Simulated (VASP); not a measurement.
Crystal: Ga.

```
CELL_PARAMETERS angstrom
-1.36569 1.36569 2.27999
1.36569 -1.36569 2.27999
1.36569 1.36569 -2.27999
ATOMIC_POSITIONS crystal
Ga 0.00000 0.00000 0.00000
```

This cell differs from its parent crystal: volume scaled by 0.96.

Base run:

* Program: VASP 6.6.1
* Functional: PBEsol
* Potentials or basis: VASP PAW PBE potentials, release 64 (Ga_d)
* Cutoff: 520 eV
* k mesh: 13 × 13 × 13
* Occupations: fermi-dirac, width 0.05 eV
* Spin: no spin polarisation

Its results: pressure 2.5 GPa.

Problem. The run is repeated on the same cell with these changes: functional from PBEsol to r2SCAN; further incar settings from ALGO = Fast; EDIFF = 1e-07; NBANDS = 12 to ALGO = Normal; EDIFF = 1e-06; NBANDS = 12. What comes out?

Solution. Pressure 3.1 GPa.

Caveats: the PAW data sets were made with another functional, which shifts forces and pressure a little.
